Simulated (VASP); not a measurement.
# Te2Mo (P6_3/mmc) in VASP: further runs

The runs below take Te2Mo through single point, with PBE.

All numbers are computed with VASP 6.6.1; they aren't measurements. Logs are shortened: lines on timing, memory, paths and dates and some standing lists are left out, and cuts for length are marked.

### 1 The cell of the first run

It takes space group P6_3/mmc (No. 194, hexagonal). Conventional cell: a = 3.557 Å, b = 3.557 Å, c = 15.945 Å, α = 90.00°, β = 90.00°, γ = 120.00°. Te (site symmetry 3m) has 3 Mo at 2.74 Å and 7 Te at 3.56 to 3.62 Å within 3.7 Å. Within 3.6 Å of Mo (site symmetry -6m2) lie 6 Te at 2.74 Å and 6 Mo at 3.56 Å.

### 2 Single point, PBE (strain along c alone, the other axes held: +4.0 %, then relaxed in part)

Input file INCAR:

```
SYSTEM = Te2Mo
PREC = Accurate
ENCUT = 520
EDIFF = 1E-6
ISMEAR = 0
SIGMA = 0.02
LREAL = .FALSE.
LASPH = .TRUE.
NELM = 80
ALGO = Normal
ISIF = 2
LWAVE = .FALSE.
LCHARG = .FALSE.
GGA = PE
NBANDS = 35
```

Input file KPOINTS:

```
Automatic mesh
0
G
  12 12 2
  0 0 0
```

Input file POSCAR:

```
Te2Mo
1.0
    3.5566632826      0.0000000000      0.0000000000
   -1.7783316413      3.0801607555      0.0000000000
    0.0000000000      0.0000000000     15.9448762389
Te Mo
4 2
Direct
    0.3333333333      0.6666666667      0.6365924198
    0.6666666667      0.3333333333      0.1365924198
    0.6666666667      0.3333333333      0.3634075802
    0.3333333333      0.6666666667      0.8634075802
    0.3333333333      0.6666666667      0.2500000000
    0.6666666667      0.3333333333      0.7500000000
```

Potentials or basis: VASP PAW PBE potentials, release 64 (Te, Mo_sv).

The run is started by

```sh
$ cat potpaw_PBE.64/Te/POTCAR potpaw_PBE.64/Mo_sv/POTCAR > POTCAR
$ mpirun -np 1 vasp_std > vasp.out
```

OUTCAR:

```text
SYSTEM = Te2Mo
   PREC = Accurate
   ENCUT = 520
   EDIFF = 1E-6
   ISMEAR = 0
   LREAL = .FALSE.
   LASPH = .TRUE.
   NELM = 80
   ISIF = 2
   GGA = PE

 ion  position               nearest neighbor table
   1  0.333  0.667  0.637-   6 2.74   6 2.74   6 2.74   4 3.62
   2  0.667  0.333  0.137-   5 2.74   5 2.74   5 2.74   3 3.62
   3  0.667  0.333  0.363-   5 2.74   5 2.74   5 2.74   2 3.62
   4  0.333  0.667  0.863-   6 2.74   6 2.74   6 2.74   1 3.62
   5  0.333  0.667  0.250-   2 2.74   3 2.74   2 2.74   3 2.74   2 2.74   3 2.74
   6  0.667  0.333  0.750-   1 2.74   4 2.74   1 2.74   4 2.74   1 2.74   4 2.74

  LATTYP: Found a hexagonal cell.
 ALAT       =     3.5566632826
 C/A-ratio  =     4.4830997404

  Lattice vectors:

 A1 = (   3.5566632826,   0.0000000000,   0.0000000000)
 A2 = (  -1.7783316413,   3.0801607555,   0.0000000000)
 A3 = (   0.0000000000,   0.0000000000,  15.9448762389)

Analysis of symmetry for initial positions (statically):
=====================================================================
 Subroutine PRICEL returns:
 Original cell was already a primitive cell.

 Routine SETGRP: Setting up the symmetry group for a
 hexagonal supercell.

 Subroutine GETGRP returns: Found 24 space group operations
 (whereof 12 operations were pure point group operations)
 out of a pool of 24 trial point group operations.

The static configuration has the point symmetry D_3d.
 The point group associated with its full space group is D_6h.

Analysis of symmetry for dynamics (positions and initial velocities):
=====================================================================
 Subroutine PRICEL returns:
 Original cell was already a primitive cell.

 Routine SETGRP: Setting up the symmetry group for a
 hexagonal supercell.

 Subroutine GETGRP returns: Found 24 space group operations
 (whereof 12 operations were pure point group operations)
 out of a pool of 24 trial point group operations.

The dynamic configuration has the point symmetry D_3d.
 The point group associated with its full space group is D_6h.

 Subroutine INISYM returns: Found 24 space group operations
 (whereof 12 operations are pure point group operations),
 and found     1 'primitive' translations

----------------------------------------------------------------------------------------

[... 100 lines left out ...]
   EDIFF  = 0.1E-05   stopping-criterion for ELM
   LREAL  =      F    real-space projection
   EDIFFG = 0.1E-04   stopping-criterion for IOM
   NSW    =      0    number of steps for IOM
   IBRION =     -1    ionic relax: 0-MD 1-quasi-New 2-CG
   NFREE  =      0    steps in history (QN), initial steepest desc. (CG)
   ISIF   =      2    stress and relaxation
   ISYM   =      2    0-nonsym 1-usesym 2-fastsym
   POTIM  = 0.5000    time-step for ionic-motion
   TEBEG  =    0.0;   TEEND  =   0.0 temperature during run
   PSTRESS=    0.0 pullay stress
   NELECT =      52.0000    total number of electrons
   NUPDOWN=      -1.0000    fix difference up-down
   EMIN   =  10.00;   EMAX   =-10.00  energy-range for DOS
   EFERMI =   0.00;   METHOD = LEGACY
   ISMEAR =     0;   SIGMA  =   0.02  broadening in eV -4-tet -1-fermi 0-gaus
   EFERMI_NEDOS =   21; number of points for ismear=-14 and -15
   IALGO  =     38    algorithm
   IMIX   =      4    mixing-type and parameters
     AMIX     =   0.40;   BMIX     =  1.00
     AMIX_MAG =   1.60;   BMIX_MAG =  1.00
  volume/ion in A,a.u.               =      29.11       196.46
  Fermi-wavevector in a.u.,A,eV,Ry     =   1.093109  2.065677 16.257432  1.194888
  Thomas-Fermi vector in A             =   2.229388
   LORBIT       =      0    0 simple, 1 ext, 2 COOP (PROOUT), +10 PAW based schemes
   GGA     = PE    functional components
   LHFCALC =     F    Hartree Fock is set to
   AEXX    =    0.0000 exact exchange contribution
   IVDW    =     0    specifies the selected vdW correction
   LEPSILON=     F    determine dielectric tensor
   LRPA    =     F    only Hartree local field effects (RPA)
 non-spin polarized calculation
 Gauss-broadening in eV      SIGMA  =   0.02
  energy-cutoff  :      520.00
  volume of cell :      174.68
 maximum number of plane-waves:      4775
 NGX is ok and might be reduce to    28
   NGX = 13   NGY = 13   NGZ = 59

 number of electron      52.0000005 magnetization

 Free energy of the ion-electron system (eV)
  ---------------------------------------------------
  ext. energy  EPLUGINS =         0.00000000
  ---------------------------------------------------
  free energy    TOTEN  =       -36.07311044 eV

  energy without entropy =      -36.07311044  energy(sigma->0) =      -36.07311044

 E-fermi :   6.2621     XC(G=0):  -9.4578

 val. band max:        6.1800185634   @ k =   0.3333   0.3333   0.0000
 cond. band min:       7.2260890993   @ k =   0.3333   0.3333   0.0000
 fundamental gap:      1.0460705359
 Fermi energy:         6.2621341915

 k-point     1 :       0.0000    0.0000    0.0000
  band No.  band energies     occupation
      1     -54.5384      2.00000
      2     -54.5384      2.00000
      3     -28.6832      2.00000
      4     -28.6832      2.00000
      5     -28.5807      2.00000
      6     -28.5807      2.00000
[... 901 lines left out ...]
     34       9.7264      0.00000
     35      11.6700      0.00000

 [... further k-points ...]

------------------------ aborting loop because EDIFF is reached ----------------------------------------

  FORCE on cell =-STRESS in cart. coord.  units (eV):
  Direction    XX          YY          ZZ          XY          YZ          ZX
  --------------------------------------------------------------------------------------
  -------------------------------------------------------------------------------------
  Total       -0.0625974     -0.0625974     -0.0351287      0.0000000     -0.0000000      0.0000000
  in kB       -0.5741557     -0.5741557     -0.3222077      0.0000000     -0.0000000      0.0000000
  external PRESSURE =      -0.4901730 kB  Pullay stress =       0.0000000 kB

 VOLUME and BASIS-vectors are now :
 -----------------------------------------------------------------------------
  energy-cutoff  :      520.00
  volume of cell :      174.68
      direct lattice vectors                 reciprocal lattice vectors
     3.556663283  0.000000000  0.000000000     0.281162404  0.162329190  0.000000000
    -1.778331641  3.080160756  0.000000000     0.000000000  0.324658380  0.000000000
     0.000000000  0.000000000 15.944876239     0.000000000  0.000000000  0.062716072

 POSITION                                       TOTAL-FORCE (eV/Angst)
 -----------------------------------------------------------------------------------
     -0.00000      2.05344     10.15039         0.000000     -0.000000     -0.010743
      1.77833      1.02672      2.17795         0.000000     -0.000000     -0.010743
      1.77833      1.02672      5.79449         0.000000      0.000000      0.010743
     -0.00000      2.05344     13.76693         0.000000     -0.000000      0.010743
     -0.00000      2.05344      3.98622         0.000000     -0.000000     -0.000000
      1.77833      1.02672     11.95866        -0.000000     -0.000000     -0.000000
 -----------------------------------------------------------------------------------
    total drift:                                0.000000     -0.000000      0.000000

  FREE ENERGIE OF THE ION-ELECTRON SYSTEM (eV)
  ---------------------------------------------------
  free  energy   TOTEN  =       -36.0731104429 eV

  energy  without entropy=      -36.0731104429  energy(sigma->0) =      -36.07311044
```

OSZICAR:

```text
N       E                     dE             d eps       ncg     rms          rms(c)
DAV:   1     0.386357697508E+03    0.38636E+03   -0.26703E+04  3116   0.131E+03
DAV:   2    -0.155577227547E+02   -0.40192E+03   -0.38828E+03  3248   0.307E+02
DAV:   3    -0.368401061255E+02   -0.21282E+02   -0.20867E+02  3279   0.618E+01
DAV:   4    -0.374016710357E+02   -0.56156E+00   -0.55867E+00  3290   0.981E+00
DAV:   5    -0.374194762878E+02   -0.17805E-01   -0.17797E-01  3395   0.170E+00    0.205E+01
DAV:   6    -0.366692638663E+02    0.75021E+00   -0.65445E+00  2898   0.138E+01    0.864E+00
DAV:   7    -0.365297908065E+02    0.13947E+00   -0.53874E+00  2802   0.114E+01    0.618E+00
DAV:   8    -0.360794865058E+02    0.45030E+00   -0.97569E-01  2818   0.539E+00    0.237E+00
DAV:   9    -0.360801479911E+02   -0.66149E-03   -0.24047E-01  3101   0.222E+00    0.104E+00
DAV:  10    -0.360725384432E+02    0.76095E-02   -0.35441E-02  2875   0.110E+00    0.357E-01
DAV:  11    -0.360729964163E+02   -0.45797E-03   -0.20436E-03  2978   0.203E-01    0.210E-01
DAV:  12    -0.360731210620E+02   -0.12465E-03   -0.14143E-04  2942   0.514E-02    0.194E-01
DAV:  13    -0.360730990432E+02    0.22019E-04   -0.45398E-04  2793   0.108E-01    0.284E-02
DAV:  14    -0.360731047632E+02   -0.57200E-05   -0.30212E-05  3260   0.240E-02    0.245E-02
DAV:  15    -0.360731090972E+02   -0.43340E-05   -0.68694E-06  2474   0.118E-02    0.111E-02
DAV:  16    -0.360731101389E+02   -0.10417E-05   -0.19705E-06  2626   0.551E-03    0.295E-03
DAV:  17    -0.360731104429E+02   -0.30398E-06   -0.10627E-07  1621   0.157E-03
   1 F= -.36073110E+02 E0= -.36073110E+02  d E =-.374110E-11
```

It took 4.1 min on 1 thread of Intel Xeon Platinum 8488C (Sapphire Rapids), shared host; peak memory 0.4 GiB.

What came out:

| Quantity | Value |
| --- | --- |
| Free energy | -36.0731 eV |
| Pressure | 0.0 GPa |
| Largest force | 0.011 eV/Å |
| Band gap on the k mesh | 1.05 eV |

Forces in eV/Å, atoms in the order of the input:
```
Te   0.000  0.000 -0.011
Te   0.000  0.000 -0.011
Te   0.000  0.000  0.011
Te   0.000  0.000  0.011
Mo   0.000  0.000  0.000
Mo   0.000  0.000  0.000
```

Caveat: the cell differs from its parent crystal (strain along c alone, the other axes held: +4.0 %, then relaxed in part); spin-orbit coupling is left out, which moves the levels of the heavy elements; this functional lacks dispersion, which binds layers or chains, so the pressure and a relaxed spacing across them are unreliable. A k mesh can miss the band edges.

### 3 Single point, PBE (strain along c alone, the other axes held: +6.0 %, then relaxed in part)

Input file INCAR:

```
  PREC = Accurate
  ENCUT = 520
  EDIFF = 1E-7
  ISMEAR = 0
  SIGMA = 0.02
  LREAL = F
  LASPH = T
  NELM = 60
  ALGO = Normal
  ISIF = 2
  LWAVE = F
  LCHARG = T
  GGA = PE
  LELF = T
  LVHAR = T
  NBANDS = 35
```

Input file KPOINTS:

```
Automatic mesh
0
Gamma
  12 12 2
```

Input file POSCAR:

```
Te2Mo
1.0
    3.5566632826      0.0000000000      0.0000000000
   -1.7783316413      3.0801607555      0.0000000000
    0.0000000000      0.0000000000     16.2515084743
Te Mo
4 2
Direct
    0.3333333333      0.6666666667      0.6387365311
    0.6666666667      0.3333333333      0.1387365311
    0.6666666667      0.3333333333      0.3612634689
    0.3333333333      0.6666666667      0.8612634689
    0.3333333333      0.6666666667      0.2500000000
    0.6666666667      0.3333333333      0.7500000000
```

Potentials or basis: VASP PAW PBE potentials, release 64 (Te, Mo_sv).

The run is started by

```sh
$ cat potpaw_PBE.64/Te/POTCAR potpaw_PBE.64/Mo_sv/POTCAR > POTCAR
$ mpirun -np 1 vasp_std > vasp.out
```

Run time: 5.8 min. Hardware: 1 thread of Intel Xeon Platinum 8488C (Sapphire Rapids), shared host; peak memory 0.41 GiB.

The run converged. Its results:

* Free energy: -36.0711 eV
* Pressure: -0.1 GPa
* Largest force: 0.012 eV/Å
* Band gap on the k mesh: 1.05 eV

Forces on the atoms (eV/Å):
```
Te   0.000  0.000 -0.012
Te   0.000  0.000 -0.012
Te   0.000  0.000  0.012
Te   0.000  0.000  0.012
Mo   0.000  0.000  0.000
Mo   0.000  0.000  0.000
```

Levels at points of the mesh, in eV from the valence-band top:
```tsv
k point	band 22	band 23	band 24	band 25	band 26	band 27	band 28	band 29	band 30	band 31
(0.00, 0.00, 0.00)	-0.90	-0.89	-0.89	-0.67	-0.23	3.01	3.01	3.03	3.03	3.28
(0.50, 0.00, 0.00)	-1.63	-0.75	-0.75	-0.36	-0.32	1.37	1.37	1.65	1.75	2.96
(0.00, 0.00, 0.50)	-0.90	-0.90	-0.90	-0.37	-0.37	3.02	3.02	3.02	3.02	3.29
(0.50, 0.00, 0.50)	-1.64	-0.75	-0.75	-0.34	-0.34	1.37	1.37	1.70	1.70	3.18
```

Caveat: the cell differs from its parent crystal (strain along c alone, the other axes held: +6.0 %, then relaxed in part); spin-orbit coupling is left out, which moves the levels of the heavy elements; this functional lacks dispersion, which binds layers or chains, so the pressure and a relaxed spacing across them are unreliable.
